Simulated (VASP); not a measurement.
Al, 1 atom in the cell. It takes space group Fm-3m (No. 225, cubic). Conventional cell: a = 3.953 Å, b = 3.953 Å, c = 3.953 Å, α = 90.00°, β = 90.00°, γ = 90.00°. Al (site symmetry m-3m) has 12 Al at 2.79 Å within 3.7 Å. 

```yaml
Program: VASP 6.6.1
Task: single point
Functional: LDA
Potentials_or_basis: VASP PAW LDA potentials, release 64 (Al)
Cutoff: 520 eV
k_mesh: 24 × 24 × 24
Occupations: fermi-dirac, width 0.05 eV
Spin: no spin polarisation
Dipole_correction: no
Further_INCAR_settings: ALGO = Normal; EDIFF = 1e-06; NBANDS = 8
```

Potentials or basis: VASP PAW LDA potentials, release 64 (Al).

Launch:

```bash
$ cat potpaw_LDA.64/Al/POTCAR > POTCAR
$ mpirun -np 1 vasp_std > vasp.out
```

Hardware: 1 thread of Intel(R) Xeon(R) 6975P-C (Granite Rapids), on a shared host.

How long does it take, and how much memory?

It took 12 s on 1 thread of Intel(R) Xeon(R) 6975P-C (Granite Rapids) (shared host), peak memory 0.15 GiB. Counts: scf iterations 9, k points 413.
